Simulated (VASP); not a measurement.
# SiO2 (P4_12_12) in VASP: single point with PBE

Aim: the single point of SiO2 with PBE.

Everything below comes from runs of VASP 6.6.1. Logs are shortened: lines on timing, memory, paths and dates and some standing lists are left out, and cuts for length are marked.

### 1 The cell of the first run

It takes space group P4_12_12 (No. 92, tetragonal). The conventional cell has a = 5.081 Å, b = 5.081 Å, c = 7.094 Å, α = 90.00°, β = 90.00°, γ = 90.00°. Si (site symmetry 2) has 4 O at 1.63 Å within 2.2 Å. O (site symmetry 1) has 2 Si at 1.63 Å within 2.2 Å.

### 2 Single point, PBE

File INCAR:

```
PREC = Accurate ; ENCUT = 520
EDIFF = 1E-6 ; ISMEAR = 0
SIGMA = 0.01 ; LREAL = False
LASPH = True ; NELM = 80
ALGO = Normal ; ISIF = 2
LWAVE = False ; LCHARG = False
GGA = PE ; NBANDS = 44
```

File KPOINTS:

```
Automatic mesh
0
Gamma
  6 6 4
```

File POSCAR:

```
SiO2
1.0
    5.0813926894      0.0000000000      0.0000000000
    0.0000000000      5.0813926894      0.0000000000
    0.0000000000      0.0000000000      7.0944098913
Si O
4 8
Direct
    0.7057663031      0.7057663031      0.5000000000
    0.7942336969      0.2057663031      0.7500000000
    0.2057663031      0.7942336969      0.2500000000
    0.2942336969      0.2942336969      0.0000000000
    0.9057600254      0.7589672382      0.3253662452
    0.0942399746      0.2410327618      0.8253662452
    0.7589672382      0.9057600254      0.6746337548
    0.2589672382      0.5942399746      0.0753662452
    0.2410327618      0.0942399746      0.1746337548
    0.4057600254      0.7410327618      0.4246337548
    0.5942399746      0.2589672382      0.9246337548
    0.7410327618      0.4057600254      0.5753662452
```

Potentials or basis: VASP PAW PBE potentials, release 64 (Si, O).

The run is started by

```
cat potpaw_PBE.64/Si/POTCAR potpaw_PBE.64/O/POTCAR > POTCAR
mpirun -np 1 vasp_std > vasp.out
```

OUTCAR:

```text
PREC = Accurate
   ENCUT = 520
   EDIFF = 1E-6
   ISMEAR = 0
   LREAL = False
   LASPH = True
   NELM = 80
   ISIF = 2
   GGA = PE

 ion  position               nearest neighbor table
   1  0.706  0.706  0.500-   5 1.63   7 1.63  10 1.63  12 1.63   2 3.13   3 3.13   2 3.13   3 3.13

   2  0.794  0.206  0.750-  11 1.63  12 1.63   6 1.63   7 1.63   1 3.13   4 3.13   1 3.13   4 3.13

   3  0.206  0.794  0.250-   8 1.63  10 1.63   9 1.63   5 1.63   1 3.13   4 3.13   4 3.13   1 3.13

   4  0.294  0.294  0.000-   6 1.63   9 1.63   8 1.63  11 1.63   2 3.13   3 3.13   3 3.13   2 3.13

   5  0.906  0.759  0.325-   1 1.63   3 1.63
   6  0.094  0.241  0.825-   4 1.63   2 1.63
   7  0.759  0.906  0.675-   1 1.63   2 1.63
   8  0.259  0.594  0.075-   3 1.63   4 1.63
   9  0.241  0.094  0.175-   4 1.63   3 1.63
  10  0.406  0.741  0.425-   3 1.63   1 1.63
  11  0.594  0.259  0.925-   2 1.63   4 1.63
  12  0.741  0.406  0.575-   2 1.63   1 1.63

  LATTYP: Found a simple tetragonal cell.
 ALAT       =     5.0813926894
 C/A-ratio  =     1.3961546224

  Lattice vectors:

 A1 = (   5.0813926894,   0.0000000000,   0.0000000000)
 A2 = (   0.0000000000,   5.0813926894,   0.0000000000)
 A3 = (   0.0000000000,   0.0000000000,   7.0944098913)

Analysis of symmetry for initial positions (statically):
=====================================================================
 Subroutine PRICEL returns:
 Original cell was already a primitive cell.

 Routine SETGRP: Setting up the symmetry group for a
 simple tetragonal supercell.

 Subroutine GETGRP returns: Found  8 space group operations
 (whereof  2 operations were pure point group operations)
 out of a pool of 16 trial point group operations.

The static configuration has the point symmetry C_2 .
 The point group associated with its full space group is D_4 .

Analysis of symmetry for dynamics (positions and initial velocities):
=====================================================================
 Subroutine PRICEL returns:
 Original cell was already a primitive cell.

 Routine SETGRP: Setting up the symmetry group for a
 simple tetragonal supercell.

 Subroutine GETGRP returns: Found  8 space group operations
 (whereof  2 operations were pure point group operations)
 out of a pool of 16 trial point group operations.

The dynamic configuration has the point symmetry C_2 .
 The point group associated with its full space group is D_4 .

 Subroutine INISYM returns: Found  8 space group operations
 (whereof  2 operations are pure point group operations),
 and found     1 'primitive' translations

----------------------------------------------------------------------------------------

                                     Primitive cell

  volume of cell :     183.1816

  direct lattice vectors                    reciprocal lattice vectors
     5.081392689  0.000000000  0.000000000     0.196796442  0.000000000  0.000000000
     0.000000000  5.081392689  0.000000000     0.000000000  0.196796442  0.000000000
     0.000000000  0.000000000  7.094409891     0.000000000  0.000000000  0.140956051

  length of vectors
     5.081392689  5.081392689  7.094409891     0.196796442  0.196796442  0.140956051

  position of ions in fractional coordinates (direct lattice)
     0.705766303  0.705766303  0.500000000
     0.794233697  0.205766303  0.750000000
     0.205766303  0.794233697  0.250000000
     0.294233697  0.294233697  0.000000000
     0.905760025  0.758967238  0.325366245
     0.094239975  0.241032762  0.825366245
     0.758967238  0.905760025  0.674633755
     0.258967238  0.594239975  0.075366245
     0.241032762  0.094239975  0.174633755
     0.405760025  0.741032762  0.424633755
     0.594239975  0.258967238  0.924633755
     0.741032762  0.405760025  0.575366245

  ion indices of the primitive-cell ions
   primitive index   ion index
                 1           1
                 2           2
                 3           3
                 4           4
                 5           5
                 6           6
                 7           7
                 8           8
                 9           9
                10          10
                11          11
                12          12

----------------------------------------------------------------------------------------

 KPOINTS: Automatic mesh

Automatic generation of k-mesh.
 Grid dimensions read from file:
 generate k-points for:    6    6    4

 Generating k-lattice:

  Cartesian coordinates                     Fractional coordinates (reciprocal lattice)
     0.032799407  0.000000000  0.000000000     0.166666667  0.000000000  0.000000000
     0.000000000  0.032799407  0.000000000     0.000000000  0.166666667  0.000000000
     0.000000000  0.000000000  0.035239013     0.000000000  0.000000000  0.250000000

  Length of vectors
     0.032799407  0.032799407  0.035239013

  Shift w.r.t. Gamma in fractional coordinates (k-lattice)
     0.000000000  0.000000000  0.000000000

 Subroutine IBZKPT returns following result:
 ===========================================

 Found     30 irreducible k-points:

 Following reciprocal coordinates:
            Coordinates               Weight
  0.000000  0.000000  0.000000      1.000000
  0.166667  0.000000  0.000000      4.000000
  0.333333  0.000000  0.000000      4.000000
  0.500000  0.000000  0.000000      2.000000
  0.166667  0.166667  0.000000      4.000000
  0.333333  0.166667  0.000000      8.000000
[... 16 lines left out ...]
  0.333333  0.000000  0.500000      4.000000
  0.500000  0.000000  0.500000      2.000000
 [... further k-points ...]
   k-points           NKPTS =     30   k-points in BZ     NKDIM =     30   number of bands    NBANDS=     44
   number of dos      NEDOS =    301   number of ions     NIONS =     12
   total plane-waves  NPLWV =  86400
   dimension x,y,z NGX =    40 NGY =   40 NGZ =   54
   dimension x,y,z NGXF=    80 NGYF=   80 NGZF=  108
   ions per type =               4   8
   NGX,Y,Z   is equivalent  to a cutoff of  13.09, 13.09, 12.65 a.u.
   NGXF,Y,Z  is equivalent  to a cutoff of  26.17, 26.17, 25.31 a.u.
 SYSTEM =  unknown system
   PREC   = accura    normal or accurate (medium, high low for compatibility)
   ISTART =      0    job   : 0-new  1-cont  2-samecut
   ICHARG =      2    charge: 1-file 2-atom 10-const
   ISPIN  =      1    spin polarized calculation?
   LNONCOLLINEAR =      F non collinear calculations
   LSORBIT =      F    spin-orbit coupling
   LASPH  =      T    aspherical Exc in radial PAW
   ENCUT  =  520.0 eV  38.22 Ry    6.18 a.u.   9.45  9.45 13.19*2*pi/ulx,y,z
   NELM   =     80;   NELMIN=  2; NELMDL= -5     # of ELM steps
   EDIFF  = 0.1E-05   stopping-criterion for ELM
   LREAL  =      F    real-space projection
   EDIFFG = 0.1E-04   stopping-criterion for IOM
   NSW    =      0    number of steps for IOM
   IBRION =     -1    ionic relax: 0-MD 1-quasi-New 2-CG
   NFREE  =      0    steps in history (QN), initial steepest desc. (CG)
   ISIF   =      2    stress and relaxation
   ISYM   =      2    0-nonsym 1-usesym 2-fastsym
   POTIM  = 0.5000    time-step for ionic-motion
   TEBEG  =    0.0;   TEEND  =   0.0 temperature during run
   PSTRESS=    0.0 pullay stress
   NELECT =      64.0000    total number of electrons
   NUPDOWN=      -1.0000    fix difference up-down
   EMIN   =  10.00;   EMAX   =-10.00  energy-range for DOS
   EFERMI =   0.00;   METHOD = LEGACY
   ISMEAR =     0;   SIGMA  =   0.01  broadening in eV -4-tet -1-fermi 0-gaus
   EFERMI_NEDOS =   21; number of points for ismear=-14 and -15
   IALGO  =     38    algorithm
   IMIX   =      4    mixing-type and parameters
     AMIX     =   0.40;   BMIX     =  1.00
     AMIX_MAG =   1.60;   BMIX_MAG =  1.00
  volume/ion in A,a.u.               =      15.27       103.01
  Fermi-wavevector in a.u.,A,eV,Ry     =   1.153031  2.178912 18.088672  1.329480
  Thomas-Fermi vector in A             =   2.289678
   LORBIT       =      0    0 simple, 1 ext, 2 COOP (PROOUT), +10 PAW based schemes
   GGA     = PE    functional components
   LHFCALC =     F    Hartree Fock is set to
   AEXX    =    0.0000 exact exchange contribution
   IVDW    =     0    specifies the selected vdW correction
   LEPSILON=     F    determine dielectric tensor
   LRPA    =     F    only Hartree local field effects (RPA)
 non-spin polarized calculation
 Gauss-broadening in eV      SIGMA  =   0.01
  energy-cutoff  :      520.00
  volume of cell :      183.18
 maximum number of plane-waves:      4968
 NGX is ok and might be reduce to    40
   NGX = 19   NGY = 19   NGZ = 27

 number of electron      63.9999984 magnetization

 Free energy of the ion-electron system (eV)
  ---------------------------------------------------
  ext. energy  EPLUGINS =         0.00000000
  ---------------------------------------------------
  free energy    TOTEN  =       -94.95163185 eV

  energy without entropy =      -94.95163185  energy(sigma->0) =      -94.95163185

 E-fermi :  -0.2456     XC(G=0):  -8.1096

 val. band max:       -0.2857711918   @ k =   0.0000   0.0000   0.0000
 cond. band min:       5.2271399874   @ k =   0.0000   0.0000   0.0000
 fundamental gap:      5.5129111791
 Fermi energy:        -0.2455635574

 k-point     1 :       0.0000    0.0000    0.0000
  band No.  band energies     occupation
      1     -19.6042      2.00000
      2     -18.7431      2.00000
      3     -18.7431      2.00000
      4     -17.6202      2.00000
      5     -17.5917      2.00000
      6     -17.5905      2.00000
[... 36 lines left out ...]
     43      10.7029      0.00000
     44      10.8644      0.00000

 k-point     2 :       0.1667    0.0000    0.0000
  band No.  band energies     occupation
      1     -19.5500      2.00000
      2     -18.8015      2.00000
      3     -18.6776      2.00000
      4     -17.6725      2.00000
      5     -17.6232      2.00000
      6     -17.6021      2.00000
[... 36 lines left out ...]
     43      10.8050      0.00000
     44      11.1475      0.00000

 k-point     3 :       0.3333    0.0000    0.0000
  band No.  band energies     occupation
      1     -19.3981      2.00000
      2     -18.9632      2.00000
      3     -18.4913      2.00000
      4     -17.9157      2.00000
      5     -17.6298      2.00000
      6     -17.6231      2.00000
[... 36 lines left out ...]
     43      10.5578      0.00000
     44      10.7744      0.00000

 k-point     4 :       0.5000    0.0000    0.0000
  band No.  band energies     occupation
      1     -19.1836      2.00000
      2     -19.1836      2.00000
      3     -18.2174      2.00000
      4     -18.2174      2.00000
      5     -17.6326      2.00000
      6     -17.6326      2.00000
[... 882 lines left out ...]
     43      10.6638      0.00000
     44      10.6638      0.00000

 k-point    23 :       0.3333    0.0000    0.5000
  band No.  band energies     occupation
      1     -19.2351      2.00000
      2     -19.2351      2.00000
      3     -18.1621      2.00000
      4     -18.1621      2.00000
      5     -17.6142      2.00000
      6     -17.6142      2.00000
[... 36 lines left out ...]
     43      10.9239      0.00000
     44      10.9241      0.00000

 k-point    24 :       0.5000    0.0000    0.5000
  band No.  band energies     occupation
      1     -19.1792      2.00000
      2     -19.1792      2.00000
      3     -18.2332      2.00000
      4     -18.2332      2.00000
      5     -17.6207      2.00000
      6     -17.6207      2.00000
[... 36 lines left out ...]
     43      11.0231      0.00000
     44      11.0266      0.00000

 [... further k-points ...]

------------------------ aborting loop because EDIFF is reached ----------------------------------------

  FORCE on cell =-STRESS in cart. coord.  units (eV):
  Direction    XX          YY          ZZ          XY          YZ          ZX
  --------------------------------------------------------------------------------------
  -------------------------------------------------------------------------------------
  Total        0.0660435      0.0660435      0.0301427      0.0000000      0.0000000     -0.0000000
  in kB        0.5776424      0.5776424      0.2636398      0.0000000      0.0000000     -0.0000000
  external PRESSURE =       0.4729749 kB  Pullay stress =       0.0000000 kB

 VOLUME and BASIS-vectors are now :
 -----------------------------------------------------------------------------
  energy-cutoff  :      520.00
  volume of cell :      183.18
      direct lattice vectors                 reciprocal lattice vectors
     5.081392689  0.000000000  0.000000000     0.196796442  0.000000000  0.000000000
     0.000000000  5.081392689  0.000000000     0.000000000  0.196796442  0.000000000
     0.000000000  0.000000000  7.094409891     0.000000000  0.000000000  0.140956051

 POSITION                                       TOTAL-FORCE (eV/Angst)
 -----------------------------------------------------------------------------------
      3.58628      3.58628      3.54720        -0.016184     -0.016184      0.000000
      4.03581      1.04558      5.32081         0.016184     -0.016184      0.000000
      1.04558      4.03581      1.77360        -0.016184      0.016184      0.000000
      1.49512      1.49512      0.00000         0.016184      0.016184      0.000000
      4.60252      3.85661      2.30828         0.004843     -0.001008      0.009942
      0.47887      1.22478      5.85549        -0.004843      0.001008      0.009942
      3.85661      4.60252      4.78613        -0.001008      0.004843     -0.009942
      1.31591      3.01957      0.53468        -0.001008     -0.004843      0.009942
      1.22478      0.47887      1.23892         0.001008     -0.004843     -0.009942
      2.06183      3.76548      3.01253         0.004843      0.001008     -0.009942
      3.01957      1.31591      6.55973        -0.004843     -0.001008     -0.009942
      3.76548      2.06183      4.08188         0.001008      0.004843      0.009942
 -----------------------------------------------------------------------------------
    total drift:                                0.000000     -0.000000     -0.000000

  FREE ENERGIE OF THE ION-ELECTRON SYSTEM (eV)
  ---------------------------------------------------
  free  energy   TOTEN  =       -94.9516318543 eV

  energy  without entropy=      -94.9516318543  energy(sigma->0) =      -94.95163185
```

Run time: 1.8 min. Hardware: 1 thread of AMD EPYC 9R45 (Zen 5), shared host; peak memory 0.34 GiB.

What came out:

```
Free energy            : -94.9516 eV
Pressure               : 0.0 GPa
Largest force          : 0.023 eV/Å
Band gap on the k mesh : 5.51 eV
```

Forces in eV/Å, atoms in the order of the input:
```
Si  -0.016 -0.016  0.000
Si   0.016 -0.016  0.000
Si  -0.016  0.016  0.000
Si   0.016  0.016  0.000
O    0.005 -0.001  0.010
O   -0.005  0.001  0.010
O   -0.001  0.005 -0.010
O   -0.001 -0.005  0.010
O    0.001 -0.005 -0.010
O    0.005  0.001 -0.010
O   -0.005 -0.001 -0.010
O    0.001  0.005  0.010
```
